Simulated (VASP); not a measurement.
# CO2 in VASP: notebook

CO2 is run at these levels: PBE; tasks: single point.

Everything below comes from runs of VASP 6.6.1. Logs are shortened: lines on timing, memory, paths and dates and some standing lists are left out, and cuts for length are marked.

### 1 The cell of the first run

The cell holds an amorphous packing of atoms, 30 atoms: a = 8.406 Å, b = 8.406 Å, c = 8.406 Å, α = 90.00°, β = 90.00°, γ = 90.00°.

### 2 Single point, PBE

INCAR reads:

```
ALGO     = Normal         # electronic algorithm
EDIFF    = 1E-6           # SCF threshold, eV
ENCUT    = 520            # plane-wave cutoff, eV
GGA      = PE             # functional
ISIF     = 2              # what is computed and relaxed
ISMEAR   = -1             # smearing method
LASPH    = T              # aspherical terms in the spheres
LCHARG   = F              # write CHGCAR
LREAL    = Auto         
LWAVE    = F              # write WAVECAR
NBANDS   = 101            # bands
NELM     = 100            # most SCF steps
PREC     = Accurate       # precision mode
SIGMA    = 0.02           # smearing width, eV
```

KPOINTS reads:

```
k-points
0
Gamma
  1 1 1
```

POSCAR reads:

```
CO2
1.0
    8.4061180000      0.0000000000      0.0000000000
    0.0000000000      8.4061180000      0.0000000000
    0.0000000000      0.0000000000      8.4061180000
C O
10 20
Direct
    0.0851410456      0.0419048847      0.9435776496
    0.4299658734      0.7979193852      0.2422191047
    0.5202423945      0.1260165156      0.7598474867
    0.8192398872      0.7424445696      0.6748337140
    1.0203197684      0.5883363029      0.2736775051
    0.4175361883      0.2482468121      0.3751422678
    0.6950730808      0.3855522713      0.0788970909
    0.4379295106      0.6582400024      0.8100932560
    0.0963808238      0.4500562993      0.6927967499
   -0.0313455337      0.0842233150      0.3766968685
    0.1016507487      0.1271700728      1.0523353266
    0.0677901056     -0.0438694558      0.8354034357
    0.4501076513      0.7639662608      0.3755540514
    0.4094052007      0.8305557388      0.1083665494
    0.4156565112      0.1479432361      0.8488022032
    0.6247502235      0.1048206540      0.6702667671
    0.8026551619      0.6891091189      0.8025379840
    0.8354051549      0.7927851802      0.5462395406
    1.0462940746      0.7091194593      0.2095920714
    0.9949678968      0.4666424667      0.3364892434
    0.4558881444      0.1591630581      0.2755509951
    0.3793594705      0.3383027187      0.4743398794
    0.7414440120      0.3003330934     -0.0207049283
    0.6502226380      0.4721567668      0.1784676334
    0.4281265138      0.5355494582      0.8755107614
    0.4488278651      0.7797744548      0.7437743439
    0.0524533176      0.3232605949      0.7289730989
    0.1383143233      0.5781552872      0.6569640207
   -0.1587355091      0.1075688562      0.3259150431
    0.0961228562      0.0612301217      0.4277181863
```

Potentials or basis: VASP PAW PBE potentials, release 64 (C, O).

The run is started by

```
cat potpaw_PBE.64/C/POTCAR potpaw_PBE.64/O/POTCAR > POTCAR
mpirun -np 1 vasp_gam > vasp.out
```

OUTCAR:

```text
EDIFF = 1E-6
   ENCUT = 520
   GGA = PE
   ISIF = 2
   ISMEAR = -1
   LASPH = T
   LREAL = Auto
   NELM = 100
   PREC = Accurate

 ion  position               nearest neighbor table
   1  0.085  0.042  0.944-  12 1.17  11 1.17
   2  0.430  0.798  0.242-  13 1.17  14 1.17
   3  0.520  0.126  0.760-  15 1.17  16 1.17
   4  0.819  0.742  0.675-  18 1.17  17 1.17
   5  0.020  0.588  0.274-  19 1.17  20 1.17
   6  0.418  0.248  0.375-  21 1.17  22 1.17
   7  0.695  0.386  0.079-  23 1.17  24 1.17
   8  0.438  0.658  0.810-  26 1.17  25 1.17
   9  0.096  0.450  0.693-  27 1.17  28 1.17
  10  0.969  0.084  0.377-  29 1.17  30 1.17
  11  0.102  0.127  0.052-   1 1.17
  12  0.068  0.956  0.835-   1 1.17
  13  0.450  0.764  0.376-   2 1.17
  14  0.409  0.831  0.108-   2 1.17
  15  0.416  0.148  0.849-   3 1.17
  16  0.625  0.105  0.670-   3 1.17
[... 12 lines left out ...]
  29  0.841  0.108  0.326-  10 1.17
  30  0.096  0.061  0.428-  10 1.17

  LATTYP: Found a simple cubic cell.
 ALAT       =     8.4061180000

  Lattice vectors:

 A1 = (   8.4061180000,   0.0000000000,   0.0000000000)
 A2 = (   0.0000000000,   8.4061180000,   0.0000000000)
 A3 = (   0.0000000000,   0.0000000000,   8.4061180000)

Analysis of symmetry for initial positions (statically):
=====================================================================
 Subroutine PRICEL returns:
 Original cell was already a primitive cell.

 Routine SETGRP: Setting up the symmetry group for a
 simple cubic supercell.

 Subroutine GETGRP returns: Found  1 space group operations
 (whereof  1 operations were pure point group operations)
 out of a pool of 48 trial point group operations.

The static configuration has the point symmetry C_1 .

Analysis of symmetry for dynamics (positions and initial velocities):
=====================================================================
 Subroutine PRICEL returns:
 Original cell was already a primitive cell.

 Routine SETGRP: Setting up the symmetry group for a
 simple cubic supercell.

 Subroutine GETGRP returns: Found  1 space group operations
 (whereof  1 operations were pure point group operations)
 out of a pool of 48 trial point group operations.

The dynamic configuration has the point symmetry C_1 .

 Subroutine INISYM returns: Found  1 space group operations
 (whereof  1 operations are pure point group operations),
 and found     1 'primitive' translations

----------------------------------------------------------------------------------------

                                     Primitive cell

  volume of cell :     594.0000

  direct lattice vectors                    reciprocal lattice vectors
     8.406118000  0.000000000  0.000000000     0.118960976  0.000000000  0.000000000
     0.000000000  8.406118000  0.000000000     0.000000000  0.118960976  0.000000000
     0.000000000  0.000000000  8.406118000     0.000000000  0.000000000  0.118960976

  length of vectors
     8.406118000  8.406118000  8.406118000     0.118960976  0.118960976  0.118960976

  position of ions in fractional coordinates (direct lattice)
     0.085141046  0.041904885  0.943577650
     0.429965873  0.797919385  0.242219105
     0.520242395  0.126016516  0.759847487
     0.819239887  0.742444570  0.674833714
     0.020319768  0.588336303  0.273677505
     0.417536188  0.248246812  0.375142268
[... 22 lines left out ...]
     0.841264491  0.107568856  0.325915043
     0.096122856  0.061230122  0.427718186

  ion indices of the primitive-cell ions
   primitive index   ion index
                 1           1
                 2           2
                 3           3
                 4           4
                 5           5
                 6           6
[... 22 lines left out ...]
                29          29
                30          30

----------------------------------------------------------------------------------------

 KPOINTS: k-points

Automatic generation of k-mesh.
 Grid dimensions read from file:
 generate k-points for:    1    1    1

 Generating k-lattice:

  Cartesian coordinates                     Fractional coordinates (reciprocal lattice)
     0.118960976  0.000000000  0.000000000     1.000000000  0.000000000  0.000000000
     0.000000000  0.118960976  0.000000000     0.000000000  1.000000000  0.000000000
     0.000000000  0.000000000  0.118960976     0.000000000  0.000000000  1.000000000

  Length of vectors
     0.118960976  0.118960976  0.118960976

  Shift w.r.t. Gamma in fractional coordinates (k-lattice)
     0.000000000  0.000000000  0.000000000

 Subroutine IBZKPT returns following result:
 ===========================================

 Found      1 irreducible k-points:

 Following reciprocal coordinates:
            Coordinates               Weight
  0.000000  0.000000  0.000000      1.000000
   k-points           NKPTS =      1   k-points in BZ     NKDIM =      1   number of bands    NBANDS=    101
   number of dos      NEDOS =    301   number of ions     NIONS =     30
   total plane-waves  NPLWV = 262144
   dimension x,y,z NGX =    64 NGY =   64 NGZ =   64
   dimension x,y,z NGXF=   128 NGYF=  128 NGZF=  128
   ions per type =              10  20
   NGX,Y,Z   is equivalent  to a cutoff of  12.66, 12.66, 12.66 a.u.
   NGXF,Y,Z  is equivalent  to a cutoff of  25.31, 25.31, 25.31 a.u.
 SYSTEM =  unknown system
   PREC   = accura    normal or accurate (medium, high low for compatibility)
   ISTART =      0    job   : 0-new  1-cont  2-samecut
   ICHARG =      2    charge: 1-file 2-atom 10-const
   ISPIN  =      1    spin polarized calculation?
   LNONCOLLINEAR =      F non collinear calculations
   LSORBIT =      F    spin-orbit coupling
   LASPH  =      T    aspherical Exc in radial PAW
   ENCUT  =  520.0 eV  38.22 Ry    6.18 a.u.  15.63 15.63 15.63*2*pi/ulx,y,z
   NELM   =    100;   NELMIN=  2; NELMDL= -5     # of ELM steps
   EDIFF  = 0.1E-05   stopping-criterion for ELM
   LREAL  =      T    real-space projection
   EDIFFG = 0.1E-04   stopping-criterion for IOM
   NSW    =      0    number of steps for IOM
   IBRION =     -1    ionic relax: 0-MD 1-quasi-New 2-CG
   NFREE  =      0    steps in history (QN), initial steepest desc. (CG)
   ISIF   =      2    stress and relaxation
   ISYM   =      2    0-nonsym 1-usesym 2-fastsym
   POTIM  = 0.5000    time-step for ionic-motion
   TEBEG  =    0.0;   TEEND  =   0.0 temperature during run
   PSTRESS=    0.0 pullay stress
   NELECT =     160.0000    total number of electrons
   NUPDOWN=      -1.0000    fix difference up-down
   EMIN   =  10.00;   EMAX   =-10.00  energy-range for DOS
   EFERMI =   0.00;   METHOD = LEGACY
   ISMEAR =    -1;   SIGMA  =   0.02  broadening in eV -4-tet -1-fermi 0-gaus
   EFERMI_NEDOS =   21; number of points for ismear=-14 and -15
   IALGO  =     38    algorithm
   IMIX   =      4    mixing-type and parameters
     AMIX     =   0.40;   BMIX     =  1.00
     AMIX_MAG =   1.60;   BMIX_MAG =  1.00
  volume/ion in A,a.u.               =      19.80       133.62
  Fermi-wavevector in a.u.,A,eV,Ry     =   1.057270  1.997951 15.208869  1.117820
  Thomas-Fermi vector in A             =   2.192537
   LORBIT       =      0    0 simple, 1 ext, 2 COOP (PROOUT), +10 PAW based schemes
   GGA     = PE    functional components
   LHFCALC =     F    Hartree Fock is set to
   AEXX    =    0.0000 exact exchange contribution
   IVDW    =     0    specifies the selected vdW correction
   LEPSILON=     F    determine dielectric tensor
   LRPA    =     F    only Hartree local field effects (RPA)
 non-spin polarized calculation
  energy-cutoff  :      520.00
  volume of cell :      594.00
 maximum number of plane-waves:      7984
 NGX is ok and might be reduce to    64
   NGX = 31   NGY = 31   NGZ = 31

 number of electron     160.0000000 magnetization

 Free energy of the ion-electron system (eV)
  ---------------------------------------------------
  ext. energy  EPLUGINS =         0.00000000
  ---------------------------------------------------
  free energy    TOTEN  =      -230.14881520 eV

  energy without entropy =     -230.14881520  energy(sigma->0) =     -230.14881520

 E-fermi :  -4.4152     XC(G=0):  -6.5525

 val. band max:       -4.9100454587   @ k =   0.0000   0.0000   0.0000
 cond. band min:       1.4445163380   @ k =   0.0000   0.0000   0.0000
 fundamental gap:      6.3545617967
 Fermi energy:        -4.4151896278

 k-point     1 :       0.0000    0.0000    0.0000
  band No.  band energies     occupation
      1     -25.7074      2.00000
      2     -25.5645      2.00000
      3     -25.5184      2.00000
      4     -25.4996      2.00000
      5     -25.4476      2.00000
      6     -25.3928      2.00000
[... 84 lines left out ...]
     91       3.2918      0.00000
     92       3.3361      0.00000
 [bands above 92 left out]

------------------------ aborting loop because EDIFF is reached ----------------------------------------

  FORCE on cell =-STRESS in cart. coord.  units (eV):
  Direction    XX          YY          ZZ          XY          YZ          ZX
  --------------------------------------------------------------------------------------
  -------------------------------------------------------------------------------------
  Total        3.4150897      5.7993708      7.1606768      0.0843612     -0.1039606     -0.9994055
  in kB        9.2114128     15.6424585     19.3142660      0.2275449     -0.2804097     -2.6956647
  external PRESSURE =      14.7227125 kB  Pullay stress =       0.0000000 kB

 VOLUME and BASIS-vectors are now :
 -----------------------------------------------------------------------------
  energy-cutoff  :      520.00
  volume of cell :      594.00
      direct lattice vectors                 reciprocal lattice vectors
     8.406118000  0.000000000  0.000000000     0.118960976  0.000000000  0.000000000
     0.000000000  8.406118000  0.000000000     0.000000000  0.118960976  0.000000000
     0.000000000  0.000000000  8.406118000     0.000000000  0.000000000  0.118960976

 POSITION                                       TOTAL-FORCE (eV/Angst)
 -----------------------------------------------------------------------------------
      0.71571      0.35226      7.93183         0.013604      0.000166      0.005516
      3.61434      6.70740      2.03612         0.016036     -0.000427      0.010836
      4.37322      1.05931      6.38737         0.016290     -0.006168     -0.002926
      6.88663      6.24108      5.67273         0.021212      0.021773     -0.045742
      0.17081      4.94562      2.30057         0.027347      0.022787      0.001446
      3.50986      2.08679      3.15349         0.001721     -0.012767     -0.017620
[... 22 lines left out ...]
      7.07177      0.90424      2.73968        -0.587872      0.107447     -0.237538
      0.80802      0.51471      3.59545         0.570957     -0.095970      0.226406
 -----------------------------------------------------------------------------------
    total drift:                                0.001043     -0.026097      0.006306

  FREE ENERGIE OF THE ION-ELECTRON SYSTEM (eV)
  ---------------------------------------------------
  free  energy   TOTEN  =      -230.1488152037 eV

  energy  without entropy=     -230.1488152037  energy(sigma->0) =     -230.14881520
```

Run time: 2.6 min. Hardware: 1 thread of AMD EPYC 7R13 (Zen 3), shared host; peak memory 0.49 GiB.

Results:

- Free energy: -230.1488 eV
- Pressure: 1.5 GPa
- Largest force: 0.643 eV/Å
- Band gap on the k mesh: 6.35 eV

Forces on the atoms (eV/Å):
```
C    0.014  0.000  0.006
C    0.016  0.000  0.011
C    0.016 -0.006 -0.003
C    0.021  0.022 -0.046
C    0.027  0.023  0.001
C    0.002 -0.013 -0.018
C   -0.014  0.009  0.012
C   -0.009  0.001  0.007
C    0.013  0.006 -0.003
C    0.010  0.002  0.016
O    0.067  0.363  0.470
O   -0.076 -0.386 -0.455
O    0.080 -0.151  0.572
O   -0.082  0.149 -0.580
O   -0.476  0.116  0.404
O    0.470 -0.094 -0.409
O   -0.095 -0.232  0.546
O    0.062  0.204 -0.505
O    0.109  0.497 -0.271
O   -0.108 -0.499  0.261
O    0.168 -0.396 -0.431
O   -0.173  0.411  0.455
O    0.199 -0.370 -0.423
O   -0.186  0.361  0.416
O   -0.053 -0.532  0.286
O    0.044  0.551 -0.302
O   -0.177 -0.523  0.130
O    0.145  0.474 -0.137
O   -0.588  0.107 -0.238
O    0.571 -0.096  0.226
```

Levels at points of the mesh, in eV from the valence-band top:
```tsv
k point	band 77	band 78	band 79	band 80	band 81	band 82	band 83	band 84
(0.00, 0.00, 0.00)	-0.12	-0.10	-0.08	0.00	6.35	7.73	7.82	7.83
```

Caveat: the k points lie up to 0.75 Å⁻¹ apart.

### 3 Single point, PBE

INCAR reads:

```
SYSTEM = CO2
ALGO = Normal
EDIFF = 1E-6
ENCUT = 520
GGA = PE
ISIF = 2
ISMEAR = -1
LASPH = .TRUE.
LCHARG = .FALSE.
LREAL = Auto
LWAVE = .FALSE.
NBANDS = 101
NELM = 60
PREC = Accurate
SIGMA = 0.02
```

KPOINTS reads:

```
k-points
0
G
  1 1 1
  0 0 0
```

POSCAR reads:

```
CO2
1.0
    8.4061180000      0.0000000000      0.0000000000
    0.0000000000      8.4061180000      0.0000000000
    0.0000000000      0.0000000000      8.4061180000
C O
10 20
Direct
    0.1093251368      0.0909932504      0.9655943445
    0.4771405779      0.7643837500      0.2116196799
    0.4946754257      0.1455725461      0.7544386124
    0.8499285877      0.7197020075      0.6291251205
    1.0616672286      0.5802083673      0.2570508765
    0.4586897305      0.2580144604      0.3566331094
    0.6617561162      0.3420365976      0.1011763099
    0.4349808080      0.6359772727      0.8542825594
    0.1119184860      0.4487208007      0.6822649884
   -0.0656902508      0.0748383499      0.4038725129
    0.0626091616      0.1831523183      1.0610962159
    0.1422059505     -0.0153816542      0.8785268063
    0.5493498902      0.7130758812      0.3185061166
    0.4095707436      0.8192009677      0.1066128265
    0.3702065567      0.1494387778      0.8200812789
    0.6145999854      0.1447636115      0.6786842631
    0.8035932877      0.6446614240      0.7300991968
    0.9151192025      0.7609219856      0.5053462252
    1.0930372379      0.6673472821      0.1355560319
    1.0041020124      0.5073685618      0.3572160181
    0.4757368383      0.1559816315      0.2636532107
    0.4617589237      0.3200050249      0.4871808842
    0.7351669344      0.2503771658      0.0191051327
    0.6013596288      0.4453542051      0.1803924237
    0.4893697662      0.5089150545      0.8940869019
    0.4069060177      0.7484191871      0.7743407837
    0.0827492548      0.3260720347      0.7391164388
    0.1327009685      0.5816121068      0.6311117688
   -0.1911345998      0.1338310978      0.4200155173
    0.0695326904      0.0471085464      0.3872179762
```

Potentials or basis: VASP PAW PBE potentials, release 64 (C, O).

The run is started by

```
cat potpaw_PBE.64/C/POTCAR potpaw_PBE.64/O/POTCAR > POTCAR
mpirun -np 1 vasp_gam > vasp.out
```

Run time: 2.5 min. Hardware: 1 thread of AMD EPYC 7R13 (Zen 3), shared host; peak memory 0.54 GiB.

It converged, with:

```yaml
Free_energy: -226.6150 eV
Pressure: -0.1 GPa
Largest_force: 9.109 eV/Å
Band_gap_on_the_k_mesh: 5.17 eV
```

Forces on the atoms (eV/Å):
```
C   -0.703 -1.589 -0.004
C    1.427 -0.590  2.094
C    0.532  0.139 -0.824
C    4.041  2.214 -7.857
C    0.858  5.179 -7.444
C    0.860 -0.191  4.958
C    1.162  0.457 -0.529
C    1.917 -1.720 -1.988
C    0.251  3.632 -0.936
C    0.340  1.545  0.001
O    0.676  0.068 -0.479
O   -0.700  0.967  0.799
O    0.296 -0.139  0.912
O   -1.663  1.215 -2.526
O    1.572  0.352 -0.314
O   -1.106 -0.424  1.450
O   -2.386 -2.093  4.682
O   -2.315  0.502  3.274
O   -0.711 -3.905  5.451
O   -0.266 -1.774  1.421
O   -0.601 -0.187 -1.582
O   -0.942  0.273 -3.372
O   -1.843  1.646  1.687
O    1.186 -2.166 -1.296
O   -1.638  2.158  0.101
O   -0.370 -0.249  1.215
O   -0.119 -0.990  0.077
O    0.291 -2.879  1.180
O   -0.748 -0.538 -0.085
O    0.698 -0.912 -0.069
```

Stress tensor (GPa, compression positive):
```
 0.95  0.65  1.37
 0.65 -0.97 -1.01
 1.37 -1.01 -0.28
```

Levels at points of the mesh, in eV from the valence-band top:
```tsv
k point	band 76	band 77	band 78	band 79	band 80	band 81	band 82	band 83	band 84	band 85
(0.00, 0.00, 0.00)	-0.43	-0.39	-0.24	-0.14	0.00	5.17	5.70	5.92	6.21	6.51
```

Caveat: the k points lie up to 0.75 Å⁻¹ apart.

(Continued in part 2 of 2.)
